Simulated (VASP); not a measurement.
Ca, 2 atoms in the cell. Symmetry: P6_3/mmc, No. 194, hexagonal system. Conventional cell: a = 4.133 Å, b = 4.133 Å, c = 6.771 Å, α = 90.00°, β = 90.00°, γ = 120.00°. Within 5.4 Å of Ca (site symmetry -6m2) lie 12 Ca at 4.13 to 4.14 Å. This isn't the form of Ca at room conditions, which is fcc.

| Item | Value |
| --- | --- |
| Program | VASP 6.6.1 |
| Task | single point |
| Functional | PBEsol |
| Potentials or basis | VASP PAW PBE potentials, release 64 (Ca_sv) |
| Cutoff | 520 eV |
| k mesh | 8 × 8 × 5 |
| Occupations | methfessel-paxton, width 0.1 eV |
| Spin | no spin polarisation |
| Dipole correction | no |
| Further INCAR settings | ALGO = Normal; EDIFF = 1e-07; NBANDS = 17 |

Potentials or basis: VASP PAW PBE potentials, release 64 (Ca_sv).

Command:

```sh
$ cat potpaw_PBE.64/Ca_sv/POTCAR > POTCAR
$ mpirun -np 1 vasp_std > vasp.out
```

Hardware: 1 thread of Intel(R) Xeon(R) Platinum 8488C (Sapphire Rapids) (shared host).

Task: Estimate the wall time of this run.

Result: Wall time 41 s on 1 thread of Intel(R) Xeon(R) Platinum 8488C (Sapphire Rapids), with other jobs on the host, peak memory 0.23 GiB. Counts: scf iterations 13, k points 30.
